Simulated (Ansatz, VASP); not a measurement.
## ScCdC4N4 in VASP and in Ansatz

```
Sc Cd C N
1.0
     6.39379    0.00000    0.00000
     0.00000    6.39379    0.00000
     0.00000    0.00000    6.39379
Sc Cd C N
1 1 4 4
Cartesian
  3.1969 3.1969 3.1969
  0.0000 0.0000 0.0000
  1.2841 1.2841 1.2841
  1.2841 5.1096 5.1096
  5.1096 1.2841 5.1096
  5.1096 5.1096 1.2841
  1.9613 1.9613 1.9613
  1.9613 4.4325 4.4325
  4.4325 1.9613 4.4325
  4.4325 4.4325 1.9613
```

Alike in both runs: functional PBE; k mesh 4 × 4 × 4; occupations gaussian, width 0.1 eV; collinear spin.

Ansatz relaxed the structure, and its values are those at the end. VASP's run is a single point on that final structure, the one shown.

|  | VASP | Ansatz |
| --- | --- | --- |
| version | VASP 6.6.1 | Ansatz 0.2.0 |
| potentials or method | VASP PAW PBE potentials, release 64 (Sc_sv, Cd, C, N), cutoff 520 eV | scalar-relativistic, plane waves, PAW |
| valence electrons in the cell | 59 | 67 |

VASP gave:

| Property | Result |
| --- | --- |
| gap on the k mesh at the Fermi level (eV) | none |
| pressure (GPa) | 0.5 |
| rms of the force components (eV/Å) | 0.162 |
| net moment per atom (μB) | 0.10 |
| size of the moment on the site where the two differ most (μB) | 0.53 |

What did Ansatz give for the same quantities?

gap on the k mesh at the Fermi level (eV): none; pressure (GPa): 0.1; rms of the force components (eV/Å): 0.011; net moment per atom (μB): 0.10; size of the moment on the site where the two differ most (μB): 0.37.

Site moments also hang on the region over which each program counts them. A gap of «none» marks a metal or a gap that the smearing closes. One of these differences is far larger than is usual between the two programs; its cause wasn't traced. The functional is the same, so the differences come from potentials, cutoffs and numerics. VASP's potentials hold 59 valence electrons a cell and Ansatz's 67, so a difference there can come from the potentials and not from the codes.

Noted on VASP's run: the standard files for N, O and F lose accuracy on very short bonds.
